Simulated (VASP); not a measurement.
The system is As.

```
CELL_PARAMETERS angstrom
1.80557 1.04244 3.51406
-1.80557 1.04244 3.51406
0.00000 -2.08489 3.51406
ATOMIC_POSITIONS crystal
As 0.22600 0.22600 0.22600
As 0.77400 0.77400 0.77400
```

Base run:

```yaml
Program: VASP 6.6.1
Functional: PBEsol
Potentials_or_basis: VASP PAW PBE potentials, release 64 (As)
Cutoff: 520 eV
k_mesh: 7 × 7 × 7
Occupations: fermi-dirac, width 0.05 eV
Spin: no spin polarisation
```

Its results: band gap on the k mesh zero (band 5 reaches 6.55 eV, above the bottom of band 6 at 6.20 eV); pressure 9.4 GPa; largest force 0.992 eV/Å.

**Question.** The run is repeated on the same cell with these changes: functional from PBEsol to PBE. What comes out?

**Answer.** Band gap on the k mesh zero (band 5 reaches 6.71 eV, above the bottom of band 6 at 6.38 eV); pressure 13.2 GPa; largest force 1.047 eV/Å.

PBE binds less tightly than PBEsol, so the same cell stands under more pressure.

Caveats: the PAW data sets were made with another functional, which shifts forces and pressure a little (some runs); forces of over 1 eV/Å act on the atoms, so gaps and moduli don't describe the material at rest (some runs).
